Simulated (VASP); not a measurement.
# LiBi4 (P2/m) in VASP: single point with PBE

Aim: the single point of LiBi4 with PBE.

Program: VASP 6.6.1. These are calculated values, not measurements. Logs are shortened: lines on timing, memory, paths and dates and some standing lists are left out, and cuts for length are marked.

### 1 The cell of the first run

The structure is monoclinic, space group P2/m (No. 10). The conventional cell has a = 4.789 Å, b = 4.765 Å, c = 6.871 Å, α = 90.00°, β = 90.90°, γ = 90.00°. Li (site symmetry 2/m) has 8 Bi at 3.00 to 3.02 Å within 4.0 Å. Bi (site symmetry m) has 2 Li at 3.02 Å and 6 Bi at 3.20 to 3.72 Å within 4.0 Å. Bi (site symmetry m) has 2 Li at 3.00 to 3.02 Å and 6 Bi at 3.22 to 3.65 Å within 4.0 Å.

### 2 Single point, PBE

Input file INCAR:

```
SYSTEM = LiBi4
ALGO = Fast
EDIFF = 1E-7
ENCUT = 520
GGA = PE
ISIF = 2
ISMEAR = 0
LASPH = .True.
LCHARG = .False.
LREAL = .False.
LWAVE = .False.
NBANDS = 40
NELM = 100
PREC = Accurate
SIGMA = 0.1
```

Input file KPOINTS:

```
k-points
0
Gamma
  8 8 6
  0 0 0
```

Input file POSCAR:

```
LiBi4
1.0
    4.7888475542      0.0000000000      0.0036246278
    0.0000000000      4.7649209044      0.0000000000
   -0.1135910789      0.0000000000      6.8702805077
Li Bi
1 4
Direct
    0.5000000000      0.0000000000      0.5000000000
    0.5414904776      0.5000000000      0.2314555468
    0.4585095224      0.5000000000      0.7685444532
    0.9962476745      0.0000000000      0.2344914435
    0.0037523255      0.0000000000      0.7655085565
```

Potentials or basis: VASP PAW PBE potentials, release 64 (Li_sv, Bi_d).

Started as:

```console
$ cat potpaw_PBE.64/Li_sv/POTCAR potpaw_PBE.64/Bi_d/POTCAR > POTCAR
$ mpirun -np 1 vasp_std > vasp.out
```

OUTCAR:

```text
SYSTEM = LiBi4
   EDIFF = 1E-7
   ENCUT = 520
   GGA = PE
   ISIF = 2
   ISMEAR = 0
   LASPH = .True.
   LREAL = .False.
   NELM = 100
   PREC = Accurate

 ion  position               nearest neighbor table
   1  0.500  0.000  0.500-   5 3.00   4 3.00   5 3.02   4 3.02   3 3.02   2 3.02   3 3.02   2 3.02

   2  0.541  0.500  0.231-   1 3.02   1 3.02   3 3.20   4 3.23   4 3.23   4 3.53   4 3.53   3 3.72

   3  0.459  0.500  0.769-   1 3.02   1 3.02   2 3.20   5 3.23   5 3.23   5 3.53   5 3.53   2 3.72

   4  0.996  0.000  0.234-   1 3.00   1 3.02   5 3.22   2 3.23   2 3.23   2 3.53   2 3.53   5 3.65

   5  0.004  0.000  0.766-   1 3.00   1 3.02   4 3.22   3 3.23   3 3.23   3 3.53   3 3.53   4 3.65

  LATTYP: Found a simple monoclinic cell.
 ALAT       =     4.7888489259
 B/A-ratio  =     0.9950033877
 C/A-ratio  =     1.4348373878
 COS(beta)  =    -0.0157746388

  Lattice vectors:

 A1 = (   4.7888475542,   0.0000000000,   0.0036246278)
 A2 = (   0.0000000000,   4.7649209044,   0.0000000000)
 A3 = (  -0.1135910789,   0.0000000000,   6.8702805077)

Analysis of symmetry for initial positions (statically):
=====================================================================
 Subroutine PRICEL returns:
 Original cell was already a primitive cell.

 Routine SETGRP: Setting up the symmetry group for a
 simple monoclinic supercell.

 Subroutine GETGRP returns: Found  4 space group operations
 (whereof  4 operations were pure point group operations)
 out of a pool of  4 trial point group operations.

The static configuration has the point symmetry C_2h.

Analysis of symmetry for dynamics (positions and initial velocities):
=====================================================================
 Subroutine PRICEL returns:
 Original cell was already a primitive cell.

 Routine SETGRP: Setting up the symmetry group for a
 simple monoclinic supercell.

 Subroutine GETGRP returns: Found  4 space group operations
 (whereof  4 operations were pure point group operations)
 out of a pool of  4 trial point group operations.

The dynamic configuration has the point symmetry C_2h.

 Subroutine INISYM returns: Found  4 space group operations
 (whereof  4 operations are pure point group operations),
 and found     1 'primitive' translations

----------------------------------------------------------------------------------------

                                     Primitive cell

  volume of cell :     156.7713

  direct lattice vectors                    reciprocal lattice vectors
     4.788847554  0.000000000  0.003624628     0.208815895  0.000000000  0.003452497
     0.000000000  4.764920904  0.000000000     0.000000000  0.209867072  0.000000000
    -0.113591079  0.000000000  6.870280508    -0.000110167  0.000000000  0.145552643

  length of vectors
     4.788848926  4.764920904  6.871219483     0.208844434  0.209867072  0.145552685

  position of ions in fractional coordinates (direct lattice)
     0.500000000  0.000000000  0.500000000
     0.541490478  0.500000000  0.231455547
     0.458509522  0.500000000  0.768544453
     0.996247674  0.000000000  0.234491443
     0.003752326  0.000000000  0.765508557

  ion indices of the primitive-cell ions
   primitive index   ion index
                 1           1
                 2           2
                 3           3
                 4           4
                 5           5

----------------------------------------------------------------------------------------

 KPOINTS: k-points

Automatic generation of k-mesh.
 Grid dimensions read from file:
 generate k-points for:    8    8    6

 Generating k-lattice:

  Cartesian coordinates                     Fractional coordinates (reciprocal lattice)
     0.026101987  0.000000000  0.000431562     0.125000000  0.000000000  0.000000000
     0.000000000  0.026233384  0.000000000     0.000000000  0.125000000  0.000000000
    -0.000018361  0.000000000  0.024258774    -0.000000000  0.000000000  0.166666667

  Length of vectors
     0.026105554  0.026233384  0.024258781

  Shift w.r.t. Gamma in fractional coordinates (k-lattice)
     0.000000000  0.000000000  0.000000000

 Subroutine IBZKPT returns following result:
 ===========================================

 Found    130 irreducible k-points:

 Following reciprocal coordinates:
            Coordinates               Weight
  0.000000  0.000000  0.000000      1.000000
  0.125000  0.000000 -0.000000      2.000000
  0.250000  0.000000 -0.000000      2.000000
  0.375000  0.000000 -0.000000      2.000000
  0.500000  0.000000 -0.000000      1.000000
  0.000000  0.125000  0.000000      2.000000
[... 16 lines left out ...]
  0.250000  0.500000 -0.000000      2.000000
  0.375000  0.500000 -0.000000      2.000000
 [... further k-points ...]
   k-points           NKPTS =    130   k-points in BZ     NKDIM =    130   number of bands    NBANDS=     40
   number of dos      NEDOS =    301   number of ions     NIONS =      5
   total plane-waves  NPLWV =  69984
   dimension x,y,z NGX =    36 NGY =   36 NGZ =   54
   dimension x,y,z NGXF=    72 NGYF=   72 NGZF=  108
   ions per type =               1   4
   NGX,Y,Z   is equivalent  to a cutoff of  12.50, 12.56, 13.07 a.u.
   NGXF,Y,Z  is equivalent  to a cutoff of  24.99, 25.12, 26.13 a.u.
 SYSTEM =  LiBi4
   PREC   = accura    normal or accurate (medium, high low for compatibility)
   ISTART =      0    job   : 0-new  1-cont  2-samecut
   ICHARG =      2    charge: 1-file 2-atom 10-const
   ISPIN  =      1    spin polarized calculation?
   LNONCOLLINEAR =      F non collinear calculations
   LSORBIT =      F    spin-orbit coupling
   LASPH  =      T    aspherical Exc in radial PAW
   ENCUT  =  520.0 eV  38.22 Ry    6.18 a.u.   8.90  8.86 12.78*2*pi/ulx,y,z
   NELM   =    100;   NELMIN=  2; NELMDL= -5     # of ELM steps
   EDIFF  = 0.1E-06   stopping-criterion for ELM
   LREAL  =      F    real-space projection
   EDIFFG = 0.1E-05   stopping-criterion for IOM
   NSW    =      0    number of steps for IOM
   IBRION =     -1    ionic relax: 0-MD 1-quasi-New 2-CG
   NFREE  =      0    steps in history (QN), initial steepest desc. (CG)
   ISIF   =      2    stress and relaxation
   ISYM   =      2    0-nonsym 1-usesym 2-fastsym
   POTIM  = 0.5000    time-step for ionic-motion
   TEBEG  =    0.0;   TEEND  =   0.0 temperature during run
   PSTRESS=    0.0 pullay stress
   NELECT =      63.0000    total number of electrons
   NUPDOWN=      -1.0000    fix difference up-down
   EMIN   =  10.00;   EMAX   =-10.00  energy-range for DOS
   EFERMI =   0.00;   METHOD = LEGACY
   ISMEAR =     0;   SIGMA  =   0.10  broadening in eV -4-tet -1-fermi 0-gaus
   EFERMI_NEDOS =   21; number of points for ismear=-14 and -15
   IALGO  =     68    algorithm
   IMIX   =      4    mixing-type and parameters
     AMIX     =   0.40;   BMIX     =  1.00
     AMIX_MAG =   1.60;   BMIX_MAG =  1.00
  volume/ion in A,a.u.               =      31.35       211.59
  Fermi-wavevector in a.u.,A,eV,Ry     =   1.208091  2.282960 19.857468  1.459483
  Thomas-Fermi vector in A             =   2.343709
   LORBIT       =      0    0 simple, 1 ext, 2 COOP (PROOUT), +10 PAW based schemes
   GGA     = PE    functional components
   LHFCALC =     F    Hartree Fock is set to
   AEXX    =    0.0000 exact exchange contribution
   IVDW    =     0    specifies the selected vdW correction
   LEPSILON=     F    determine dielectric tensor
   LRPA    =     F    only Hartree local field effects (RPA)
 non-spin polarized calculation
 RMM-DIIS sequential band-by-band and
 Gauss-broadening in eV      SIGMA  =   0.10
  energy-cutoff  :      520.00
  volume of cell :      156.77
 maximum number of plane-waves:      4280
   NGX = 17   NGY = 17   NGZ = 25

 number of electron      63.0000010 magnetization

 Free energy of the ion-electron system (eV)
  ---------------------------------------------------
  ext. energy  EPLUGINS =         0.00000000
  ---------------------------------------------------
  free energy    TOTEN  =       -17.96876797 eV

  energy without entropy =      -17.95360512  energy(sigma->0) =      -17.96118654

 E-fermi :   5.8506     XC(G=0):  -9.3526

 val. band max:        5.8501598347   @ k =   0.2500   0.2500   0.1667
 cond. band min:       5.8535438644   @ k =   0.0000   0.3750   0.0000
 fundamental gap:      0.0033840297
 Fermi energy:         5.8506322511

 k-point     1 :       0.0000    0.0000    0.0000
  band No.  band energies     occupation
      1     -40.8026      2.00000
      2     -17.0467      2.00000
      3     -17.0381      2.00000
      4     -17.0201      2.00000
      5     -16.9487      2.00000
      6     -16.9419      2.00000
[... 32 lines left out ...]
     39      10.2076      0.00000
     40      10.2787      0.00000

 k-point     2 :       0.1250    0.0000   -0.0000
  band No.  band energies     occupation
      1     -40.8027      2.00000
      2     -17.0368      2.00000
      3     -17.0285      2.00000
      4     -17.0160      2.00000
      5     -16.9442      2.00000
      6     -16.9374      2.00000
[... 32 lines left out ...]
     39      10.0635      0.00000
     40      10.4412      0.00000

 k-point     3 :       0.2500    0.0000   -0.0000
  band No.  band energies     occupation
      1     -40.8027      2.00000
      2     -17.0094      2.00000
      3     -17.0044      2.00000
      4     -17.0020      2.00000
      5     -16.9333      2.00000
      6     -16.9264      2.00000
[... 32 lines left out ...]
     39      10.2544      0.00000
     40      10.9192      0.00000

 k-point     4 :       0.3750    0.0000   -0.0000
  band No.  band energies     occupation
      1     -40.8026      2.00000
      2     -16.9870      2.00000
      3     -16.9728      2.00000
      4     -16.9676      2.00000
      5     -16.9460      2.00000
      6     -16.9144      2.00000
[... 32 lines left out ...]
     39      10.7318      0.00000
     40      11.2881      0.00000
[... 772 lines left out ...]
     39      10.6897      0.00000
     40      12.1859      0.00000

 k-point    23 :       0.2500    0.5000   -0.0000
  band No.  band energies     occupation
      1     -40.8026      2.00000
      2     -17.0010      2.00000
      3     -16.9998      2.00000
      4     -16.9270      2.00000
      5     -16.9256      2.00000
      6     -16.9203      2.00000
[... 32 lines left out ...]
     39      10.2571      0.00000
     40      12.7794      0.00000

 k-point    24 :       0.3750    0.5000   -0.0000
  band No.  band energies     occupation
      1     -40.8026      2.00000
      2     -17.0139      2.00000
      3     -17.0128      2.00000
      4     -16.9366      2.00000
      5     -16.9362      2.00000
      6     -16.9293      2.00000
[... 32 lines left out ...]
     39      11.0245      0.00000
     40      12.9069      0.00000

 [... further k-points ...]

------------------------ aborting loop because EDIFF is reached ----------------------------------------

  FORCE on cell =-STRESS in cart. coord.  units (eV):
  Direction    XX          YY          ZZ          XY          YZ          ZX
  --------------------------------------------------------------------------------------
  -------------------------------------------------------------------------------------
  Total       -0.0689815     -0.0520964     -0.0717323      0.0000000      0.0000000     -0.0151856
  in kB       -0.7049793     -0.5324169     -0.7330926      0.0000000      0.0000000     -0.1551948
  external PRESSURE =      -0.6568296 kB  Pullay stress =       0.0000000 kB

 VOLUME and BASIS-vectors are now :
 -----------------------------------------------------------------------------
  energy-cutoff  :      520.00
  volume of cell :      156.77
      direct lattice vectors                 reciprocal lattice vectors
     4.788847554  0.000000000  0.003624628     0.208815895  0.000000000  0.003452497
     0.000000000  4.764920904  0.000000000     0.000000000  0.209867072  0.000000000
    -0.113591079  0.000000000  6.870280508    -0.000110167  0.000000000  0.145552643

 POSITION                                       TOTAL-FORCE (eV/Angst)
 -----------------------------------------------------------------------------------
      2.33763      0.00000      3.43695        -0.000000      0.000000     -0.000000
      2.56682      2.38246      1.59213         0.001119      0.000000      0.002325
      2.10843      2.38246      5.28178        -0.001119      0.000000     -0.002325
      4.74424      0.00000      1.61463         0.001771      0.000000      0.001441
     -0.06899      0.00000      5.25927        -0.001771      0.000000     -0.001441
 -----------------------------------------------------------------------------------
    total drift:                                0.000000      0.000000      0.000000

  FREE ENERGIE OF THE ION-ELECTRON SYSTEM (eV)
  ---------------------------------------------------
  free  energy   TOTEN  =       -17.9687679667 eV

  energy  without entropy=      -17.9536051184  energy(sigma->0) =      -17.96118654
```

It took 24 min on 1 thread of Intel Xeon Platinum 8488C (Sapphire Rapids), shared host; peak memory 0.68 GiB.

Results:

```yaml
Free_energy: -17.9688 eV
Band_gap_on_the_k_mesh: zero (an odd number of electrons rules out a gap without spin polarisation)
```

Forces on the atoms (eV/Å):
```
Li   0.000  0.000  0.000
Bi   0.001  0.000  0.002
Bi  -0.001  0.000 -0.002
Bi   0.002  0.000  0.001
Bi  -0.002  0.000 -0.001
```

Caveat: the cutoff is under 1.25 times the usual one of these potentials, so pressure, stress and relaxed cells hold a basis-set (Pulay) error; spin-orbit coupling is left out, which moves the levels of the heavy elements.
